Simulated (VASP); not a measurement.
# H6C2O in VASP: a series of runs

H6C2O is run at these levels: PBE; tasks: single point.

Everything below comes from runs of VASP 6.6.1. Logs are shortened: lines on timing, memory, paths and dates and some standing lists are left out, and cuts for length are marked.

## (1) The cell of the first run

The cell holds an amorphous packing of atoms, 36 atoms: a = 7.294 Å, b = 7.294 Å, c = 7.294 Å, α = 90.00°, β = 90.00°, γ = 90.00°.

## (2) Single point, PBE

INCAR reads:

```
ALGO     = Normal         # electronic algorithm
EDIFF    = 1E-6           # SCF threshold, eV
ENCUT    = 520            # plane-wave cutoff, eV
GGA      = PE             # functional
ISIF     = 2              # what is computed and relaxed
ISMEAR   = -1             # smearing method
LASPH    = T              # aspherical terms in the spheres
LCHARG   = F              # write CHGCAR
LREAL    = Auto         
LWAVE    = F              # write WAVECAR
NBANDS   = 64             # bands
NELM     = 100            # most SCF steps
PREC     = Accurate       # precision mode
SIGMA    = 0.05           # smearing width, eV
```

KPOINTS reads:

```
k-points
0
Gamma
  1 1 1
```

POSCAR reads:

```
H6C2O
1.0
    7.2936330000      0.0000000000      0.0000000000
    0.0000000000      7.2936330000      0.0000000000
    0.0000000000      0.0000000000      7.2936330000
C O H
8 4 24
Direct
    0.8184176168      0.7957741065      0.6135138732
    0.8780511400      0.9406191561      0.4775285724
    0.3824900918      0.7276323690      0.0204403043
    0.2471606948      0.8820264215      0.0524477639
    0.4868148261      0.4429119488      0.4153834032
    0.2944292494      0.4225223601      0.4904379104
    0.6244391675      0.2584281186      0.9077150804
    0.8093709278      0.3330741184      0.9642936880
    0.7381777527      0.9669800829      0.3430691149
    0.0672532670      0.8169709391      0.0102571387
    0.2391991022      0.2354229136      0.4644688887
    0.9152467478      0.1836088996      1.0434615270
    0.7891052447      1.0446258151      0.2468805132
    0.9034679448      1.0714112224      0.5523829796
    1.0081612824      0.8998250856      0.4114530449
    0.9246925283      0.7749852195      0.7184707817
    0.6905013315      0.8361010998      0.6830325744
    0.7939164507      0.6648743018      0.5426226923
   -0.0135573548      0.9237571465      0.0069773770
    0.2555192530      0.9288407849      0.1962715590
    0.2827170253      1.0000963128     -0.0359451772
    0.5184435608      0.7635733908      0.0737372840
    0.3353510376      0.6043053304      0.0927686200
    0.3936562553      0.6955274763     -0.1260850392
    0.1209900085      0.2174827253      0.5233506712
    0.2909650836      0.4595527672      0.6373178150
    0.1996718946      0.5163035477      0.4181475983
    0.5300853006      0.5869661112      0.4183409602
    0.5842829742      0.3604557076      0.4951913364
    0.4917533109      0.3952924791      0.2728584001
    1.0333354972      0.2321543319      1.0820530210
    0.8831432785      0.3915029689      0.8453222247
    0.7946659228      0.4429634972      1.0674385857
    0.5344599023      0.3716691995      0.8645503975
    0.6359910209      0.1612050035      0.7930109962
    0.5582901624      0.1879933409      1.0236238189
```

Potentials or basis: VASP PAW PBE potentials, release 64 (C, O, H).

On the command line:

```console
> cat potpaw_PBE.64/C/POTCAR potpaw_PBE.64/O/POTCAR potpaw_PBE.64/H/POTCAR > POTCAR
> mpirun -np 1 vasp_gam > vasp.out
```

OUTCAR:

```text
EDIFF = 1E-6
   ENCUT = 520
   GGA = PE
   ISIF = 2
   ISMEAR = -1
   LASPH = T
   LREAL = Auto
   NELM = 100
   PREC = Accurate

 ion  position               nearest neighbor table
   1  0.818  0.796  0.614-  16 1.10  18 1.10  17 1.10   2 1.51
   2  0.878  0.941  0.478-  15 1.11  14 1.11   9 1.43   1 1.51
   3  0.382  0.728  0.020-  22 1.10  24 1.10  23 1.10   4 1.52
   4  0.247  0.882  0.052-  20 1.10  21 1.11  10 1.43   3 1.52
   5  0.487  0.443  0.415-  30 1.10  28 1.10  29 1.10   6 1.51
   6  0.294  0.423  0.490-  26 1.11  27 1.11  11 1.44   5 1.51
   7  0.624  0.258  0.908-  35 1.10  36 1.10  34 1.10   8 1.51
   8  0.809  0.333  0.964-  33 1.10  32 1.11  12 1.46   7 1.51
   9  0.738  0.967  0.343-  13 0.98   2 1.43
  10  0.067  0.817  0.010-  19 0.98   4 1.43
  11  0.239  0.235  0.464-  25 0.97   6 1.44
  12  0.915  0.184  0.043-  31 0.97   8 1.46
  13  0.789  0.045  0.247-   9 0.98
  14  0.903  0.071  0.552-   2 1.11
  15  0.008  0.900  0.411-   2 1.11
  16  0.925  0.775  0.718-   1 1.10
  17  0.691  0.836  0.683-   1 1.10
[... 17 lines left out ...]
  35  0.636  0.161  0.793-   7 1.10
  36  0.558  0.188  0.024-   7 1.10

  LATTYP: Found a simple cubic cell.
 ALAT       =     7.2936330000

  Lattice vectors:

 A1 = (   7.2936330000,   0.0000000000,   0.0000000000)
 A2 = (   0.0000000000,   7.2936330000,   0.0000000000)
 A3 = (   0.0000000000,   0.0000000000,   7.2936330000)

Analysis of symmetry for initial positions (statically):
=====================================================================
 Subroutine PRICEL returns:
 Original cell was already a primitive cell.

 Routine SETGRP: Setting up the symmetry group for a
 simple cubic supercell.

 Subroutine GETGRP returns: Found  1 space group operations
 (whereof  1 operations were pure point group operations)
 out of a pool of 48 trial point group operations.

The static configuration has the point symmetry C_1 .

Analysis of symmetry for dynamics (positions and initial velocities):
=====================================================================
 Subroutine PRICEL returns:
 Original cell was already a primitive cell.

 Routine SETGRP: Setting up the symmetry group for a
 simple cubic supercell.

 Subroutine GETGRP returns: Found  1 space group operations
 (whereof  1 operations were pure point group operations)
 out of a pool of 48 trial point group operations.

[... 146 lines left out ...]
   EDIFFG = 0.1E-04   stopping-criterion for IOM
   NSW    =      0    number of steps for IOM
   IBRION =     -1    ionic relax: 0-MD 1-quasi-New 2-CG
   NFREE  =      0    steps in history (QN), initial steepest desc. (CG)
   ISIF   =      2    stress and relaxation
   ISYM   =      2    0-nonsym 1-usesym 2-fastsym
   POTIM  = 0.5000    time-step for ionic-motion
   TEBEG  =    0.0;   TEEND  =   0.0 temperature during run
   PSTRESS=    0.0 pullay stress
   NELECT =      80.0000    total number of electrons
   NUPDOWN=      -1.0000    fix difference up-down
   EMIN   =  10.00;   EMAX   =-10.00  energy-range for DOS
   EFERMI =   0.00;   METHOD = LEGACY
   ISMEAR =    -1;   SIGMA  =   0.05  broadening in eV -4-tet -1-fermi 0-gaus
   EFERMI_NEDOS =   21; number of points for ismear=-14 and -15
   IALGO  =     38    algorithm
   IMIX   =      4    mixing-type and parameters
     AMIX     =   0.40;   BMIX     =  1.00
     AMIX_MAG =   1.60;   BMIX_MAG =  1.00
  volume/ion in A,a.u.               =      10.78        72.73
  Fermi-wavevector in a.u.,A,eV,Ry     =   0.967151  1.827650 12.726630  0.935381
  Thomas-Fermi vector in A             =   2.097013
   LORBIT       =      0    0 simple, 1 ext, 2 COOP (PROOUT), +10 PAW based schemes
   GGA     = PE    functional components
   LHFCALC =     F    Hartree Fock is set to
   AEXX    =    0.0000 exact exchange contribution
   IVDW    =     0    specifies the selected vdW correction
   LEPSILON=     F    determine dielectric tensor
   LRPA    =     F    only Hartree local field effects (RPA)
 non-spin polarized calculation
  energy-cutoff  :      520.00
  volume of cell :      388.00
 maximum number of plane-waves:      5198
 NGX is ok and might be reduce to    54
   NGX = 27   NGY = 27   NGZ = 27

 number of electron      80.0000001 magnetization

 Free energy of the ion-electron system (eV)
  ---------------------------------------------------
  ext. energy  EPLUGINS =         0.00000000
  ---------------------------------------------------
  free energy    TOTEN  =      -188.11536154 eV

  energy without entropy =     -188.11536154  energy(sigma->0) =     -188.11536154

 E-fermi :  -1.5939     XC(G=0):  -6.4926

 val. band max:       -2.8223852858   @ k =   0.0000   0.0000   0.0000
 cond. band min:       1.7658074247   @ k =   0.0000   0.0000   0.0000
 fundamental gap:      4.5881927105
 Fermi energy:        -1.5938785377

 k-point     1 :       0.0000    0.0000    0.0000
  band No.  band energies     occupation
      1     -23.0559      2.00000
      2     -22.3920      2.00000
      3     -22.0516      2.00000
      4     -22.0223      2.00000
      5     -15.8813      2.00000
      6     -15.4753      2.00000
[... 44 lines left out ...]
     51       5.3938      0.00000
     52       5.5714      0.00000
 [bands above 52 left out]

------------------------ aborting loop because EDIFF is reached ----------------------------------------

  FORCE on cell =-STRESS in cart. coord.  units (eV):
  Direction    XX          YY          ZZ          XY          YZ          ZX
  --------------------------------------------------------------------------------------
  -------------------------------------------------------------------------------------
  Total        1.2484246      0.0556861      0.2825336      0.1762811      0.0431852      0.0694518
  in kB        5.1551484      0.2299460      1.1666726      0.7279214      0.1783256      0.2867890
  external PRESSURE =       2.1839223 kB  Pullay stress =       0.0000000 kB

 VOLUME and BASIS-vectors are now :
 -----------------------------------------------------------------------------
  energy-cutoff  :      520.00
  volume of cell :      388.00
      direct lattice vectors                 reciprocal lattice vectors
     7.293633000  0.000000000  0.000000000     0.137105884  0.000000000  0.000000000
     0.000000000  7.293633000  0.000000000     0.000000000  0.137105884  0.000000000
     0.000000000  0.000000000  7.293633000     0.000000000  0.000000000  0.137105884

 POSITION                                       TOTAL-FORCE (eV/Angst)
 -----------------------------------------------------------------------------------
      5.96924      5.80408      4.47475        -0.030305     -0.054173      0.038224
      6.40418      6.86053      3.48292         0.055992     -0.008125      0.009355
      2.78974      5.30708      0.14908        -0.023761      0.023080      0.010803
      1.80270      6.43318      0.38253         0.199631      0.019714      0.020022
      3.55065      3.23044      3.02965         0.015835     -0.022125      0.012769
      2.14746      3.08172      3.57707         0.051209      0.116939      0.016308
[... 28 lines left out ...]
      4.63869      1.17577      5.78393         0.003776      0.025617      0.064023
      4.07196      1.37115      0.17230         0.016455      0.031162     -0.050856
 -----------------------------------------------------------------------------------
    total drift:                                0.000795      0.005788      0.006848

  FREE ENERGIE OF THE ION-ELECTRON SYSTEM (eV)
  ---------------------------------------------------
  free  energy   TOTEN  =      -188.1153615440 eV

  energy  without entropy=     -188.1153615439  energy(sigma->0) =     -188.11536154
```

OSZICAR:

```text
N       E                     dE             d eps       ncg     rms          rms(c)
DAV:   1     0.587531651925E+03    0.58753E+03   -0.39356E+04   128   0.111E+03
DAV:   2    -0.125056911817E+03   -0.71259E+03   -0.66548E+03   176   0.257E+02
DAV:   3    -0.205097175653E+03   -0.80040E+02   -0.79428E+02   160   0.929E+01
DAV:   4    -0.207002520005E+03   -0.19053E+01   -0.19002E+01   168   0.160E+01
DAV:   5    -0.207047059555E+03   -0.44540E-01   -0.44486E-01   160   0.237E+00    0.236E+01
DAV:   6    -0.190775335803E+03    0.16272E+02   -0.30386E+01   160   0.183E+01    0.114E+01
DAV:   7    -0.188515772986E+03    0.22596E+01   -0.48150E+00   152   0.773E+00    0.597E+00
DAV:   8    -0.188118749978E+03    0.39702E+00   -0.10112E+00   160   0.431E+00    0.118E+00
DAV:   9    -0.188105056486E+03    0.13693E-01   -0.13531E-01   168   0.163E+00    0.528E-01
DAV:  10    -0.188113659620E+03   -0.86031E-02   -0.29049E-02   144   0.667E-01    0.239E-01
DAV:  11    -0.188114658380E+03   -0.99876E-03   -0.36955E-03   152   0.301E-01    0.141E-01
DAV:  12    -0.188115393569E+03   -0.73519E-03   -0.25637E-03   144   0.231E-01    0.474E-02
DAV:  13    -0.188115365732E+03    0.27837E-04   -0.39504E-04   168   0.852E-02    0.277E-02
DAV:  14    -0.188115360586E+03    0.51459E-05   -0.80026E-05   144   0.389E-02    0.116E-02
DAV:  15    -0.188115362235E+03   -0.16493E-05   -0.16744E-05   152   0.217E-02    0.710E-03
DAV:  16    -0.188115361544E+03    0.69150E-06   -0.61978E-06   168   0.118E-02
   1 F= -.18811536E+03 E0= -.18811536E+03  d E =-.599985E-10
```

It took 43 s on 1 thread of Intel Xeon 6975P-C (Granite Rapids), shared host; peak memory 0.34 GiB.

Results:

| Quantity | Value |
| --- | --- |
| Free energy | -188.1154 eV |
| Pressure | 0.2 GPa |
| Largest force | 0.256 eV/Å |
| Band gap on the k mesh | 4.59 eV |

Forces in eV/Å, atoms in the order of the input:
```
C   -0.030 -0.054  0.038
C    0.056 -0.008  0.009
C   -0.024  0.023  0.011
C    0.200  0.020  0.020
C    0.016 -0.022  0.013
C    0.051  0.117  0.016
C   -0.064 -0.019 -0.029
C   -0.011  0.107 -0.011
O   -0.102 -0.115  0.130
O   -0.111 -0.041 -0.067
O   -0.031 -0.060 -0.088
O   -0.024 -0.011  0.000
H    0.075  0.149 -0.194
H   -0.015 -0.003  0.020
H   -0.012  0.017  0.037
H   -0.034 -0.003 -0.026
H    0.037 -0.028 -0.063
H    0.028  0.039  0.011
H   -0.058  0.048  0.006
H   -0.004  0.000  0.020
H    0.003  0.014 -0.001
H    0.029  0.007  0.000
H   -0.009 -0.029  0.004
H    0.003 -0.008 -0.058
H   -0.074 -0.061  0.022
H   -0.017 -0.021  0.004
H   -0.025  0.023 -0.007
H   -0.007  0.013  0.010
H   -0.006 -0.010 -0.005
H    0.002  0.007 -0.009
H    0.048  0.018  0.107
H   -0.005 -0.065  0.113
H    0.016 -0.038 -0.054
H    0.078 -0.065  0.005
H    0.004  0.026  0.064
H    0.016  0.031 -0.051
```

Caveat: the k points lie up to 0.86 Å⁻¹ apart.

[end of part 1 of 2]
